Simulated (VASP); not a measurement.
# Nb (Pnma) in VASP: single point with PBE

Aim: the single point of Nb with PBE.

All numbers are computed with VASP 6.6.1; they aren't measurements. Logs are shortened: lines on timing, memory, paths and dates and some standing lists are left out, and cuts for length are marked.

## (1) The cell of the first run

It takes space group Pnma (No. 62, orthorhombic). Conventional cell: a = 5.347 Å, b = 4.885 Å, c = 2.811 Å, α = 90.00°, β = 90.00°, γ = 90.00°. Nb (site symmetry m) has 14 Nb at 2.74 to 3.47 Å within 3.6 Å.

## (2) Single point, PBE

Input file INCAR:

```
SYSTEM = Nb
ALGO     = Normal         ! electronic algorithm
EDIFF    = 1E-6           ! SCF threshold, eV
ENCUT    = 520            ! plane-wave cutoff, eV
GGA      = PE             ! functional
ISIF     = 2              ! what is computed and relaxed
ISMEAR   = 0              ! smearing method
LASPH    = .TRUE.         ! aspherical terms in the spheres
LCHARG   = .TRUE.         ! write CHGCAR
LELF     = .TRUE.         ! ELF
LREAL    = .FALSE.        ! projectors in reciprocal space
LVHAR    = .TRUE.       
LWAVE    = .FALSE.        ! write WAVECAR
NBANDS   = 34             ! bands
NELM     = 60             ! most SCF steps
PREC     = Accurate       ! precision mode
SIGMA    = 0.1            ! smearing width, eV
```

Input file KPOINTS:

```
k-points
0
G
  4 4 6
  0 0 0
```

Input file POSCAR:

```
Nb
1.0
    5.3470335108      0.0000000000      0.0000000000
    0.0000000000      4.8847774535      0.0000000000
    0.0000000000      0.0000000000      2.8108593930
Nb
4
Direct
    0.1318251294      0.2500000000      0.6410173480
    0.8681748706      0.7500000000      0.3589826520
    0.3681748706      0.7500000000      0.1410173480
    0.6318251294      0.2500000000      0.8589826520
```

Potentials or basis: VASP PAW PBE potentials, release 64 (Nb_sv).

Command:

```bash
cat potpaw_PBE.64/Nb_sv/POTCAR > POTCAR
mpirun -np 1 vasp_std > vasp.out
```

OUTCAR:

```text
SYSTEM = Nb
   EDIFF = 1E-6
   ENCUT = 520
   GGA = PE
   ISIF = 2
   ISMEAR = 0
   LASPH = .TRUE.
   LREAL = .FALSE.
   NELM = 60
   PREC = Accurate

 ion  position               nearest neighbor table
   1  0.132  0.250  0.641-   4 2.74   4 2.74   2 2.93   2 2.93
   2  0.868  0.750  0.359-   3 2.74   3 2.74   1 2.93   1 2.93
   3  0.368  0.750  0.141-   2 2.74   2 2.74   4 2.93   4 2.93
   4  0.632  0.250  0.859-   1 2.74   1 2.74   3 2.93   3 2.93

  LATTYP: Found a simple orthorhombic cell.
 ALAT       =     2.8108593930
 B/A-ratio  =     1.7378234805
 C/A-ratio  =     1.9022771200

  Lattice vectors:

 A1 = (   0.0000000000,   0.0000000000,  -2.8108593930)
 A2 = (   0.0000000000,   4.8847774535,   0.0000000000)
 A3 = (   5.3470335108,   0.0000000000,   0.0000000000)

Analysis of symmetry for initial positions (statically):
=====================================================================
 Subroutine PRICEL returns:
 Original cell was already a primitive cell.

 Routine SETGRP: Setting up the symmetry group for a
 simple orthorhombic supercell.

 Subroutine GETGRP returns: Found  8 space group operations
 (whereof  2 operations were pure point group operations)
 out of a pool of  8 trial point group operations.

The static configuration has the point symmetry S_2 .
 The point group associated with its full space group is D_2h.

Analysis of symmetry for dynamics (positions and initial velocities):
=====================================================================
 Subroutine PRICEL returns:
 Original cell was already a primitive cell.

 Routine SETGRP: Setting up the symmetry group for a
 simple orthorhombic supercell.

 Subroutine GETGRP returns: Found  8 space group operations
 (whereof  2 operations were pure point group operations)
 out of a pool of  8 trial point group operations.

The dynamic configuration has the point symmetry S_2 .
 The point group associated with its full space group is D_2h.

 Subroutine INISYM returns: Found  8 space group operations
 (whereof  2 operations are pure point group operations),
 and found     1 'primitive' translations

----------------------------------------------------------------------------------------

                                     Primitive cell

  volume of cell :      73.4170

  direct lattice vectors                    reciprocal lattice vectors
     5.347033511  0.000000000  0.000000000     0.187019587  0.000000000  0.000000000
     0.000000000  4.884777453  0.000000000     0.000000000  0.204717617  0.000000000
     0.000000000  0.000000000  2.810859393     0.000000000  0.000000000  0.355763082

  length of vectors
     5.347033511  4.884777453  2.810859393     0.187019587  0.204717617  0.355763082

  position of ions in fractional coordinates (direct lattice)
     0.131825129  0.250000000  0.641017348
     0.868174871  0.750000000  0.358982652
     0.368174871  0.750000000  0.141017348
     0.631825129  0.250000000  0.858982652

  ion indices of the primitive-cell ions
   primitive index   ion index
                 1           1
                 2           2
                 3           3
                 4           4

----------------------------------------------------------------------------------------

 KPOINTS: k-points

Automatic generation of k-mesh.
 Grid dimensions read from file:
 generate k-points for:    4    4    6

 Generating k-lattice:

  Cartesian coordinates                     Fractional coordinates (reciprocal lattice)
     0.046754897  0.000000000  0.000000000     0.250000000  0.000000000  0.000000000
     0.000000000  0.051179404  0.000000000     0.000000000  0.250000000  0.000000000
     0.000000000  0.000000000  0.059293847     0.000000000  0.000000000  0.166666667

  Length of vectors
     0.046754897  0.051179404  0.059293847

  Shift w.r.t. Gamma in fractional coordinates (k-lattice)
     0.000000000  0.000000000  0.000000000

 Subroutine IBZKPT returns following result:
 ===========================================

 Found     36 irreducible k-points:

 Following reciprocal coordinates:
            Coordinates               Weight
  0.000000  0.000000  0.000000      1.000000
  0.250000  0.000000  0.000000      2.000000
  0.500000  0.000000  0.000000      1.000000
  0.000000  0.250000  0.000000      2.000000
  0.250000  0.250000  0.000000      4.000000
  0.500000  0.250000  0.000000      2.000000
[... 16 lines left out ...]
  0.250000  0.250000  0.333333      8.000000
  0.500000  0.250000  0.333333      4.000000
 [... further k-points ...]
   k-points           NKPTS =     36   k-points in BZ     NKDIM =     36   number of bands    NBANDS=     34
   number of dos      NEDOS =    301   number of ions     NIONS =      4
   total plane-waves  NPLWV =  34560
   dimension x,y,z NGX =    40 NGY =   36 NGZ =   24
   dimension x,y,z NGXF=    80 NGYF=   72 NGZF=   48
   ions per type =               4
   NGX,Y,Z   is equivalent  to a cutoff of  12.44, 12.25, 14.19 a.u.
   NGXF,Y,Z  is equivalent  to a cutoff of  24.87, 24.50, 28.39 a.u.
 SYSTEM =  Nb
   PREC   = accura    normal or accurate (medium, high low for compatibility)
   ISTART =      0    job   : 0-new  1-cont  2-samecut
   ICHARG =      2    charge: 1-file 2-atom 10-const
   ISPIN  =      1    spin polarized calculation?
   LNONCOLLINEAR =      F non collinear calculations
   LSORBIT =      F    spin-orbit coupling
   LASPH  =      T    aspherical Exc in radial PAW
   ENCUT  =  520.0 eV  38.22 Ry    6.18 a.u.   9.94  9.08  5.23*2*pi/ulx,y,z
   NELM   =     60;   NELMIN=  2; NELMDL= -5     # of ELM steps
   EDIFF  = 0.1E-05   stopping-criterion for ELM
   LREAL  =      F    real-space projection
   EDIFFG = 0.1E-04   stopping-criterion for IOM
   NSW    =      0    number of steps for IOM
   IBRION =     -1    ionic relax: 0-MD 1-quasi-New 2-CG
   NFREE  =      0    steps in history (QN), initial steepest desc. (CG)
   ISIF   =      2    stress and relaxation
   ISYM   =      2    0-nonsym 1-usesym 2-fastsym
   POTIM  = 0.5000    time-step for ionic-motion
   TEBEG  =    0.0;   TEEND  =   0.0 temperature during run
   PSTRESS=    0.0 pullay stress
   NELECT =      52.0000    total number of electrons
   NUPDOWN=      -1.0000    fix difference up-down
   EMIN   =  10.00;   EMAX   =-10.00  energy-range for DOS
   EFERMI =   0.00;   METHOD = LEGACY
   ISMEAR =     0;   SIGMA  =   0.10  broadening in eV -4-tet -1-fermi 0-gaus
   EFERMI_NEDOS =   21; number of points for ismear=-14 and -15
   IALGO  =     38    algorithm
   IMIX   =      4    mixing-type and parameters
     AMIX     =   0.40;   BMIX     =  1.00
     AMIX_MAG =   1.60;   BMIX_MAG =  1.00
  volume/ion in A,a.u.               =      18.35       123.86
  Fermi-wavevector in a.u.,A,eV,Ry     =   1.459297  2.757671 28.974254  2.129548
  Thomas-Fermi vector in A             =   2.575881
   LORBIT       =      0    0 simple, 1 ext, 2 COOP (PROOUT), +10 PAW based schemes
   GGA     = PE    functional components
   LHFCALC =     F    Hartree Fock is set to
   AEXX    =    0.0000 exact exchange contribution
   IVDW    =     0    specifies the selected vdW correction
   LEPSILON=     F    determine dielectric tensor
   LRPA    =     F    only Hartree local field effects (RPA)
 non-spin polarized calculation
 Gauss-broadening in eV      SIGMA  =   0.10
  energy-cutoff  :      520.00
  volume of cell :       73.42
 maximum number of plane-waves:      2004
 NGX is ok and might be reduce to    40
   NGX = 19   NGY = 19   NGZ = 11

 number of electron      51.9999996 magnetization

 Free energy of the ion-electron system (eV)
  ---------------------------------------------------
  ext. energy  EPLUGINS =         0.00000000
  ---------------------------------------------------
  free energy    TOTEN  =       -40.43780085 eV

  energy without entropy =      -40.42241726  energy(sigma->0) =      -40.43010905

 E-fermi :  11.0459     XC(G=0): -12.3891

 val. band max:       10.9978149438   @ k =   0.2500   0.0000   0.3333
 cond. band min:      11.0578712292   @ k =   0.0000   0.0000   0.1667
 fundamental gap:      0.0600562854
 Fermi energy:        11.0458945538

 k-point     1 :       0.0000    0.0000    0.0000
  band No.  band energies     occupation
      1     -43.4927      2.00000
      2     -43.3181      2.00000
      3     -43.2329      2.00000
      4     -43.2290      2.00000
      5     -20.1072      2.00000
      6     -20.0622      2.00000
[... 26 lines left out ...]
     33      13.9961      0.00000
     34      14.4603      0.00000

 k-point     2 :       0.2500    0.0000    0.0000
  band No.  band energies     occupation
      1     -43.4613      2.00000
      2     -43.2993      2.00000
      3     -43.2912      2.00000
      4     -43.2227      2.00000
      5     -19.9675      2.00000
      6     -19.9565      2.00000
[... 26 lines left out ...]
     33      14.1765      0.00000
     34      14.3873      0.00000

 k-point     3 :       0.5000    0.0000    0.0000
  band No.  band energies     occupation
      1     -43.3817      2.00000
      2     -43.3817      2.00000
      3     -43.2565      2.00000
      4     -43.2565      2.00000
      5     -19.7966      2.00000
      6     -19.7966      2.00000
[... 26 lines left out ...]
     33      14.7746      0.00000
     34      14.8716      0.00000

 k-point     4 :       0.0000    0.2500    0.0000
  band No.  band energies     occupation
      1     -43.4675      2.00000
      2     -43.3441      2.00000
      3     -43.2322      2.00000
      4     -43.2295      2.00000
      5     -20.1672      2.00000
      6     -20.1385      2.00000
[... 26 lines left out ...]
     33      14.2064      0.00000
     34      14.2913      0.00000

 k-point     5 :       0.2500    0.2500    0.0000
  band No.  band energies     occupation
      1     -43.4379      2.00000
      2     -43.3234      2.00000
      3     -43.2812      2.00000
      4     -43.2327      2.00000
      5     -20.0321      2.00000
      6     -19.9475      2.00000
[... 621 lines left out ...]
 k-point    22 :       0.0000    0.2500    0.3333
  band No.  band energies     occupation
      1     -43.3391      2.00000
      2     -43.2752      2.00000
      3     -43.1426      2.00000
      4     -43.1400      2.00000
      5     -19.9948      2.00000
      6     -19.9840      2.00000
[... 26 lines left out ...]
     33      14.3300      0.00000
     34      14.4094      0.00000

 k-point    23 :       0.2500    0.2500    0.3333
  band No.  band energies     occupation
      1     -43.3142      2.00000
      2     -43.2566      2.00000
      3     -43.1755      2.00000
      4     -43.1522      2.00000
      5     -19.9526      2.00000
      6     -19.9063      2.00000
[... 26 lines left out ...]
     33      14.3978      0.00000
     34      14.5854      0.00000

 k-point    24 :       0.5000    0.2500    0.3333
  band No.  band energies     occupation
      1     -43.2560      2.00000
      2     -43.2560      2.00000
      3     -43.1940      2.00000
      4     -43.1940      2.00000
      5     -19.8457      2.00000
      6     -19.8457      2.00000
[... 26 lines left out ...]
     33      14.4356      0.00000
     34      14.4403      0.00000

 [... further k-points ...]
[... 5 lines left out ...]
  --------------------------------------------------------------------------------------
  -------------------------------------------------------------------------------------
  Total       -0.0889586     -0.1378057     -0.1002722      0.0000000      0.0000000      0.0000000
  in kB       -1.9413394     -3.0073299     -2.1882377      0.0000000      0.0000000      0.0000000
  external PRESSURE =      -2.3789690 kB  Pullay stress =       0.0000000 kB

 VOLUME and BASIS-vectors are now :
 -----------------------------------------------------------------------------
  energy-cutoff  :      520.00
  volume of cell :       73.42
      direct lattice vectors                 reciprocal lattice vectors
     5.347033511  0.000000000  0.000000000     0.187019587  0.000000000  0.000000000
     0.000000000  4.884777453  0.000000000     0.000000000  0.204717617  0.000000000
     0.000000000  0.000000000  2.810859393     0.000000000  0.000000000  0.355763082

 POSITION                                       TOTAL-FORCE (eV/Angst)
 -----------------------------------------------------------------------------------
      0.70487      1.22119      1.80181         0.004557      0.000000      0.001912
      4.64216      3.66358      1.00905        -0.004557     -0.000000     -0.001912
      1.96864      3.66358      0.39638        -0.004557      0.000000      0.001912
      3.37839      1.22119      2.41448         0.004557     -0.000000     -0.001912
 -----------------------------------------------------------------------------------
    total drift:                                0.000000      0.000000      0.000000

  FREE ENERGIE OF THE ION-ELECTRON SYSTEM (eV)
  ---------------------------------------------------
  free  energy   TOTEN  =       -40.4378008485 eV

  energy  without entropy=      -40.4224172584  energy(sigma->0) =      -40.43010905
```

It took 96 s on 1 thread of Intel Xeon 8259CL, shared host; peak memory 0.2 GiB.

What came out:

```
Free energy            : -40.4378 eV
Pressure               : -0.2 GPa
Largest force          : 0.005 eV/Å
Band gap on the k mesh : zero (bands 26 and 27 overlap by 1.27 eV)
```

Forces on the atoms (eV/Å):
```
Nb   0.005  0.000  0.002
Nb  -0.005  0.000 -0.002
Nb  -0.005  0.000  0.002
Nb   0.005  0.000 -0.002
```

Caveat: the k points lie up to 0.37 Å⁻¹ apart, too coarse for converged energies and pressures of a metal.
